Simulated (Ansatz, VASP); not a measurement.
**Two plane-wave programs on WC**

```xyz
2
Lattice="2.9005 0.0000 0.0000 -1.4503 2.5119 0.0000 0.0000 0.0000 2.8290" Properties=species:S:1:pos:R:3 pbc="T T T"
W    -0.0707   -0.0707    0.0000
C     1.4503    0.8373    1.4145
```

Change from the starting cell: all W atoms moved -0.100 Å, as atom 1 along Cartesian [1 1 0].

Alike in both runs: task single point; functional PBE; k mesh 18 × 18 × 16; occupations gaussian, width 0.15 eV; no spin polarisation.

|  | VASP | Ansatz |
| --- | --- | --- |
| version | VASP 6.6.1 | Ansatz 0.2.0 |
| potentials or method | VASP PAW PBE potentials, release 64 (W_sv, C), cutoff 520 eV | scalar-relativistic, plane waves, PAW |
| valence electrons in the cell | 18 | 18 |

|  | VASP | Ansatz | Ansatz less VASP |
| --- | --- | --- | --- |
| gap on the k mesh at the Fermi level (eV) | none | none | - |
| pressure (GPa) | 11.1 | 10.0 | -1.18 |
| traceless stress, the component that is largest in VASP (GPa) | -3.89 | -3.72 | +0.174 |
| rms of the force components (eV/Å) | 0.884 | 0.880 | -0.0033 |

Atom by atom the forces differ by 0.003 eV/Å (rms over components). A gap of «none» marks a metal or a gap that the smearing closes. With one functional, cell and mesh, what is left measures potentials, basis and numerics.

Neither program's run includes spin-orbit coupling.
